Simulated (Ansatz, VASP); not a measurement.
**LuHfO: VASP beside Ansatz**

INCAR

```
PREC     = Accurate       # precision mode
ENCUT    = 600            # plane-wave cutoff, eV
EDIFF    = 1E-6           # SCF threshold, eV
ISMEAR   = 0              # smearing method
SIGMA    = 0.1            # smearing width, eV
LREAL    = F              # projectors in reciprocal space
LASPH    = T              # aspherical terms in the spheres
NELM     = 80             # most SCF steps
ALGO     = Normal         # electronic algorithm
ISIF     = 3              # what is computed and relaxed
LWAVE    = F              # write WAVECAR
LCHARG   = F              # write CHGCAR
GGA      = PE             # functional
IBRION   = 2              # ionic algorithm
NSW      = 90             # ionic steps
EDIFFG   = -0.04          # ionic threshold
```

Contents of KPOINTS:

```
regular mesh
0
Gamma
  6 6 6
```

POSCAR

```
LuHfO
1.0
    3.6141066100      0.0000000000      0.0000000000
    0.0000000000      3.6141066100      0.0000000000
    0.0000000000      0.0000000000      3.6811202600
Lu Hf O
1 1 1
Direct
    0.0000000000      0.0000000000      0.0000000000
    0.5000000000      0.5000000000      0.5000000000
    0.5000000000      0.5000000000      0.0000000000
```

Input for Ansatz:

```yaml
crystal:
  lattice:
    - [3.61410661, 0.0, 0.0]
    - [0.0, 3.61410661, 0.0]
    - [0.0, 0.0, 3.68112026]
  atoms:
    - { symbol: Lu, position: [0.0, 0.0, 0.0] }
    - { symbol: Hf, position: [0.5, 0.5, 0.5] }
    - { symbol: O, position: [0.5, 0.5, 0.0] }
basis:
  ecutwfc: 420
kpoints:
  mp_grid: { grid: [6, 6, 6] }
hamiltonian:
  xc: pbe
scf:
  occupations: { method: gaussian, width: 0.1 }
  lower_state_search: "off"
output:
  forces: true
  stress: true
  eigenvalues: true
relax:
  adjacent_minimum: "off"
  f_tol: 0.04
  max_steps: 70
  cell: { stress_tol: 0.4 }
```

Change from the starting cell: species swapped into the DyCoC type (P4/mmm, No. 123).

Alike in both runs: task relaxation of cell and atoms; functional PBE; k mesh 6 × 6 × 6; occupations gaussian, width 0.1 eV; no spin polarisation.

|  | VASP | Ansatz |
| --- | --- | --- |
| version | VASP 6.6.1 | Ansatz 0.2.0 |
| potentials or method | VASP PAW PBE potentials, release 64 (Lu, Hf_pv, O), cutoff 600 eV | scalar-relativistic, plane waves, PAW |
| valence electrons in the cell | 41 | 57 |

VASP gave:

- gap on the k mesh at the Fermi level, each at its own relaxed structure (eV): none
- relaxed volume (Å³/atom): 16.74
- relaxed cell length with the largest relative difference (Å): 4.346

What did Ansatz give for the same quantities?

gap on the k mesh at the Fermi level, each at its own relaxed structure (eV): none; relaxed volume (Å³/atom): 16.77; relaxed cell length with the largest relative difference (Å): 4.374.

A gap of «none» marks a metal or a gap that the smearing closes. VASP's potentials hold 41 valence electrons a cell and Ansatz's 57, so a difference there can come from the potentials and not from the codes.

Neither program's run includes spin-orbit coupling.
